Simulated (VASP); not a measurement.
# CdSe (I-4m2) in VASP: single point with HSE06

Aim: the single point of CdSe with HSE06.

All numbers are computed with VASP 6.6.1; they aren't measurements. Logs are shortened: lines on timing, memory, paths and dates and some standing lists are left out, and cuts for length are marked.

### 1 The cell of the first run

Symmetry: I-4m2, No. 119, tetragonal system. The conventional cell has a = 4.339 Å, b = 4.339 Å, c = 6.403 Å, α = 90.00°, β = 90.00°, γ = 90.00°. Within 3.6 Å of Cd (site symmetry -4m2) lie 4 Se at 2.70 Å. Se (site symmetry -4m2) has 4 Cd at 2.70 Å within 3.6 Å.

### 2 Single point, HSE06 (uniaxial z strain +4.4%)

File POSCAR:

```
CdSe
1.0
    0.0000000000      3.0678017004      3.2015578546
    3.0678017004      0.0000000000      3.2015578546
    3.0678017004      3.0678017004      0.0000000000
Cd Se
1 1
Direct
    0.0000000000      0.0000000000      0.0000000000
    0.7500000000      0.7500000000      0.7500000000
```

File INCAR.step1:

```
SYSTEM = CdSe
ALGO = Normal ; EDIFF = 1E-5
ENCUT = 400 ; GGA = PE
GGA_COMPAT = .FALSE. ; ISIF = 2
ISMEAR = 0 ; LASPH = .TRUE.
LCHARG = .FALSE. ; LREAL = .FALSE.
LWAVE = .TRUE. ; NBANDS = 16
NELM = 120 ; PREC = Accurate
SIGMA = 0.01
```

File INCAR.step2:

```
SYSTEM = CdSe
ALGO = Normal ; EDIFF = 1E-6
ENCUT = 400 ; GGA = PE
GGA_COMPAT = .FALSE. ; HFSCREEN = 0.2079
ISIF = 2 ; ISMEAR = 0
ISTART = 1 ; LASPH = .TRUE.
LCHARG = .FALSE. ; LHFCALC = .TRUE.
LREAL = .FALSE. ; LWAVE = .FALSE.
NBANDS = 16 ; NELM = 120
PREC = Accurate ; PRECFOCK = Normal
SIGMA = 0.01
```

File KPOINTS:

```
k-points
0
G
  6 6 6
  0 0 0
```

Potentials or basis: VASP PAW PBE potentials, release 64 (Cd, Se).

On the command line:

```sh
$ cat potpaw_PBE.64/Cd/POTCAR potpaw_PBE.64/Se/POTCAR > POTCAR
$ cp INCAR.step1 INCAR
$ mpirun -np 1 vasp_std > vasp.out
$ cp INCAR.step2 INCAR
$ mpirun -np 1 vasp_std > vasp.out
```

OUTCAR:

```text
SYSTEM = CdSe
   EDIFF = 1E-6
   ENCUT = 400
   GGA = PE
   HFSCREEN = 0.2079
   ISIF = 2
   ISMEAR = 0
   ISTART = 1
   LASPH = .TRUE.
   LHFCALC = .TRUE.
   LREAL = .FALSE.
   NELM = 120
   PREC = Accurate
   PRECFOCK = Normal

 ion  position               nearest neighbor table
   1  0.000  0.000  0.000-   2 2.70   2 2.70   2 2.70   2 2.70
   2  0.750  0.750  0.750-   1 2.70   1 2.70   1 2.70   1 2.70

  LATTYP: Found a body centered tetragonal cell.
 ALAT       =     4.3385267714
 C/A-ratio  =     1.4758732737

  Lattice vectors:

 A1 = (  -3.0678017004,   0.0000000000,   3.2015578546)
 A2 = (   3.0678017004,   0.0000000000,   3.2015578546)
 A3 = (   0.0000000000,   3.0678017004,  -3.2015578546)

Analysis of symmetry for initial positions (statically):
=====================================================================
 Subroutine PRICEL returns:
 Original cell was already a primitive cell.

 Routine SETGRP: Setting up the symmetry group for a
 body centered tetragonal supercell.

 Subroutine GETGRP returns: Found  8 space group operations
 (whereof  8 operations were pure point group operations)
 out of a pool of 16 trial point group operations.

The static configuration has the point symmetry D_2d.

Analysis of symmetry for dynamics (positions and initial velocities):
=====================================================================
 Subroutine PRICEL returns:
 Original cell was already a primitive cell.

 Routine SETGRP: Setting up the symmetry group for a
 body centered tetragonal supercell.

 Subroutine GETGRP returns: Found  8 space group operations
 (whereof  8 operations were pure point group operations)
 out of a pool of 16 trial point group operations.

The dynamic configuration has the point symmetry D_2d.

 Subroutine INISYM returns: Found  8 space group operations
 (whereof  8 operations are pure point group operations),
 and found     1 'primitive' translations

----------------------------------------------------------------------------------------

                                     Primitive cell

  volume of cell :      60.2623

  direct lattice vectors                    reciprocal lattice vectors
     0.000000000  3.067801700  3.201557855    -0.162983155  0.162983155  0.156173970
     3.067801700  0.000000000  3.201557855     0.162983155 -0.162983155  0.156173970
     3.067801700  3.067801700  0.000000000     0.162983155  0.162983155 -0.156173970

  length of vectors
     4.434115466  4.434115466  4.338526771     0.278419336  0.278419336  0.278419336

  position of ions in fractional coordinates (direct lattice)
     0.000000000  0.000000000  0.000000000
     0.750000000  0.750000000  0.750000000

  ion indices of the primitive-cell ions
   primitive index   ion index
                 1           1
                 2           2

----------------------------------------------------------------------------------------

 KPOINTS: k-points

Automatic generation of k-mesh.
 Grid dimensions read from file:
 generate k-points for:    6    6    6

 Generating k-lattice:

  Cartesian coordinates                     Fractional coordinates (reciprocal lattice)
    -0.027163859  0.027163859  0.026028995     0.166666667  0.000000000  0.000000000
     0.027163859 -0.027163859  0.026028995     0.000000000  0.166666667  0.000000000
     0.027163859  0.027163859 -0.026028995    -0.000000000 -0.000000000  0.166666667

  Length of vectors
     0.046403223  0.046403223  0.046403223

  Shift w.r.t. Gamma in fractional coordinates (k-lattice)
     0.000000000  0.000000000  0.000000000

 Subroutine IBZKPT returns following result:
 ===========================================

 Found     30 irreducible k-points:

 Following reciprocal coordinates:
            Coordinates               Weight
  0.000000  0.000000  0.000000      1.000000
  0.166667  0.000000  0.000000      8.000000
  0.333333  0.000000  0.000000      8.000000
  0.500000  0.000000  0.000000      4.000000
  0.166667  0.166667  0.000000      2.000000
  0.333333  0.166667  0.000000      8.000000
[... 16 lines left out ...]
  0.333333  0.000000  0.333333      4.000000
  0.500000  0.000000  0.333333     16.000000
 [... further k-points ...]
   k-points           NKPTS =     30   k-points in BZ     NKDIM =    216   number of bands    NBANDS=     16
   number of dos      NEDOS =    301   number of ions     NIONS =      2
   total plane-waves  NPLWV =  25200
   dimension x,y,z NGX =    30 NGY =   30 NGZ =   28
   dimension x,y,z NGXF=    60 NGYF=   60 NGZF=   56
   ions per type =               1   1
   NGX,Y,Z   is equivalent  to a cutoff of  11.25, 11.25, 10.73 a.u.
   NGXF,Y,Z  is equivalent  to a cutoff of  22.50, 22.50, 21.46 a.u.
 SYSTEM =  CdSe
   PREC   = accura    normal or accurate (medium, high low for compatibility)
   ISTART =      1    job   : 0-new  1-cont  2-samecut
   ICHARG =      0    charge: 1-file 2-atom 10-const
   ISPIN  =      1    spin polarized calculation?
   LNONCOLLINEAR =      F non collinear calculations
   LSORBIT =      F    spin-orbit coupling
   LASPH  =      T    aspherical Exc in radial PAW
   ENCUT  =  400.0 eV  29.40 Ry    5.42 a.u.   7.23  7.23  7.08*2*pi/ulx,y,z
   NELM   =    120;   NELMIN=  2; NELMDL=  0     # of ELM steps
   EDIFF  = 0.1E-05   stopping-criterion for ELM
   LREAL  =      F    real-space projection
   EDIFFG = 0.1E-04   stopping-criterion for IOM
   NSW    =      0    number of steps for IOM
   IBRION =     -1    ionic relax: 0-MD 1-quasi-New 2-CG
   NFREE  =      0    steps in history (QN), initial steepest desc. (CG)
   ISIF   =      2    stress and relaxation
   ISYM   =      3    0-nonsym 1-usesym 2-fastsym
   POTIM  = 0.5000    time-step for ionic-motion
   TEBEG  =    0.0;   TEEND  =   0.0 temperature during run
   PSTRESS=    0.0 pullay stress
   NELECT =      18.0000    total number of electrons
   NUPDOWN=      -1.0000    fix difference up-down
   EMIN   =  10.00;   EMAX   =-10.00  energy-range for DOS
   EFERMI =   0.00;   METHOD = LEGACY
   ISMEAR =     0;   SIGMA  =   0.01  broadening in eV -4-tet -1-fermi 0-gaus
   EFERMI_NEDOS =   21; number of points for ismear=-14 and -15
   IALGO  =     38    algorithm
   IMIX   =      1    mixing-type and parameters
     AMIX     =   0.40;   BMIX     =  1.00
     AMIX_MAG =   1.60;   BMIX_MAG =  1.00
  volume/ion in A,a.u.               =      30.13       203.34
  Fermi-wavevector in a.u.,A,eV,Ry     =   1.094335  2.067994 16.293922  1.197569
  Thomas-Fermi vector in A             =   2.230638
   LORBIT       =      0    0 simple, 1 ext, 2 COOP (PROOUT), +10 PAW based schemes
   GGA     = PE    functional components
   LHFCALC =     T    Hartree Fock is set to
   PRECFOCK=normal    Normal, Fast or Accurate (Low or Medium for compatibility)
   ENCUT4O =  -1.0   cutoff for four orbital integrals eV
   NKREDX  =     1    reduce k-point grid by
   NKREDY  =     1    reduce k-point grid by
   NKREDZ  =     1    reduce k-point grid by
   AEXX    =    0.2500 exact exchange contribution
   HFSCREEN=    0.2079 screening length (either q_TF or 0.3 A-1)
   HFSCREENC=   0.2079 screening length for correlation (either q_TF or 0.3 A-1)
   ENCUTFOCK=  -1.0 apply spherical cutoff to Coloumb kernel
   IVDW    =     0    specifies the selected vdW correction
   LEPSILON=     F    determine dielectric tensor
   LRPA    =     F    only Hartree local field effects (RPA)
 non-spin polarized calculation
 Gauss-broadening in eV      SIGMA  =   0.01
  energy-cutoff  :      400.00
  volume of cell :       60.26
 maximum number of plane-waves:      1114
 NGX is ok and might be reduce to    30
  NGX = 24; NGY = 24; NGZ = 24

 number of electron      17.9999997 magnetization

 Free energy of the ion-electron system (eV)
  ---------------------------------------------------
  ext. energy  EPLUGINS =         0.00000000
  ---------------------------------------------------
  free energy    TOTEN  =        -6.82744060 eV

  energy without entropy =       -6.82744060  energy(sigma->0) =       -6.82744060

 E-fermi :  -0.0631     XC(G=0):  -7.1490

 val. band max:       -0.1208496590   @ k =   0.0000   0.0000   0.0000
 cond. band min:       1.2033432904   @ k =   0.0000   0.0000   0.0000
 fundamental gap:      1.3241929493
 Fermi energy:        -0.0631345461

 k-point     1 :       0.0000    0.0000    0.0000
  band No.  band energies     occupation
      1     -13.4804      2.00000
      2      -9.1292      2.00000
      3      -9.1113      2.00000
      4      -9.1113      2.00000
      5      -8.8143      2.00000
      6      -8.8106      2.00000
[... 8 lines left out ...]
     15      11.5226      0.00000
     16      12.2290      0.00000

 k-point     2 :       0.1667    0.0000    0.0000
  band No.  band energies     occupation
      1     -13.3945      2.00000
      2      -9.1010      2.00000
      3      -9.0883      2.00000
      4      -9.0269      2.00000
      5      -8.8130      2.00000
      6      -8.8126      2.00000
[... 8 lines left out ...]
     15      11.1119      0.00000
     16      11.3682      0.00000

 k-point     3 :       0.3333    0.0000    0.0000
  band No.  band energies     occupation
      1     -13.2223      2.00000
      2      -9.0625      2.00000
      3      -9.0480      2.00000
      4      -8.8101      2.00000
      5      -8.8054      2.00000
      6      -8.7477      2.00000
[... 8 lines left out ...]
     15      11.3616      0.00000
     16      11.4286      0.00000

 k-point     4 :       0.5000    0.0000    0.0000
  band No.  band energies     occupation
      1     -13.1366      2.00000
      2      -9.0485      2.00000
      3      -9.0323      2.00000
      4      -8.8032      2.00000
      5      -8.7896      2.00000
      6      -8.5324      2.00000
[... 8 lines left out ...]
     15      12.8495      0.00000
     16      13.0603      0.00000
[... 324 lines left out ...]
 k-point    22 :      -0.3333    0.5000    0.1667
  band No.  band energies     occupation
      1     -13.0395      2.00000
      2      -8.9554      2.00000
      3      -8.9539      2.00000
      4      -8.8554      2.00000
      5      -8.7963      2.00000
      6      -8.4079      2.00000
[... 8 lines left out ...]
     15      13.5758      0.00000
     16      13.7553      0.00000

 k-point    23 :       0.3333    0.0000    0.3333
  band No.  band energies     occupation
      1     -13.1342      2.00000
      2      -8.9822      2.00000
      3      -8.9587      2.00000
      4      -8.9282      2.00000
      5      -8.7794      2.00000
      6      -8.6641      2.00000
[... 8 lines left out ...]
     15      12.6265      0.00000
     16      14.8658      0.00000

 k-point    24 :       0.5000    0.0000    0.3333
  band No.  band energies     occupation
      1     -13.0520      2.00000
      2      -8.9749      2.00000
      3      -8.9411      2.00000
      4      -8.8925      2.00000
      5      -8.7776      2.00000
      6      -8.4589      2.00000
[... 8 lines left out ...]
     15      13.1993      0.00000
     16      13.9993      0.00000

 [... further k-points ...]

------------------------ aborting loop because EDIFF is reached ----------------------------------------

  FORCE on cell =-STRESS in cart. coord.  units (eV):
  Direction    XX          YY          ZZ          XY          YZ          ZX
  --------------------------------------------------------------------------------------
  -------------------------------------------------------------------------------------
  Total       -0.6679020     -0.6679020     -1.0304388      0.0000000      0.0000000     -0.0000000
  in kB      -17.7573183    -17.7573183    -27.3959818      0.0000000      0.0000000     -0.0000000
  external PRESSURE =     -20.9702061 kB  Pullay stress =       0.0000000 kB

 VOLUME and BASIS-vectors are now :
 -----------------------------------------------------------------------------
  energy-cutoff  :      400.00
  volume of cell :       60.26
      direct lattice vectors                 reciprocal lattice vectors
     0.000000000  3.067801700  3.201557855    -0.162983155  0.162983155  0.156173970
     3.067801700  0.000000000  3.201557855     0.162983155 -0.162983155  0.156173970
     3.067801700  3.067801700  0.000000000     0.162983155  0.162983155 -0.156173970

 POSITION                                       TOTAL-FORCE (eV/Angst)
 -----------------------------------------------------------------------------------
      0.00000      0.00000      0.00000        -0.000000     -0.000000      0.000000
      4.60170      4.60170      4.80234         0.000000      0.000000     -0.000000
 -----------------------------------------------------------------------------------
    total drift:                               -0.000004     -0.000003      0.000005

  FREE ENERGIE OF THE ION-ELECTRON SYSTEM (eV)
  ---------------------------------------------------
  free  energy   TOTEN  =        -6.8274406050 eV

  energy  without entropy=       -6.8274406050  energy(sigma->0) =       -6.82744060
```

Wall time 66 min (1 thread of Intel Xeon Platinum 8259CL at 2.50GHz (Skylake/Cascade Lake), shared host); peak memory 0.3 GiB.

Results:

```yaml
Free_energy: -6.8274 eV
Pressure: -2.1 GPa
Band_gap_on_the_k_mesh: 1.32 eV
```

Levels at points of the mesh, in eV from the valence-band top:
```tsv
k point	band 7	band 8	band 9	band 10	band 11	band 12
(0.00, 0.00, 0.00)	-0.14	0.00	0.00	1.32	6.92	6.92
(0.50, 0.00, 0.00)	-4.30	-0.84	-0.65	3.21	7.25	7.55
(0.50, 0.50, 0.00)	-4.21	-1.67	-1.67	4.11	4.85	9.67
(0.50, 0.00, 0.50)	-3.98	-1.88	-1.81	3.98	4.49	10.03
```

Caveat: the cell differs from its parent crystal (uniaxial z strain +4.4%); the PAW data sets were made with another functional, which shifts forces and pressure a little.
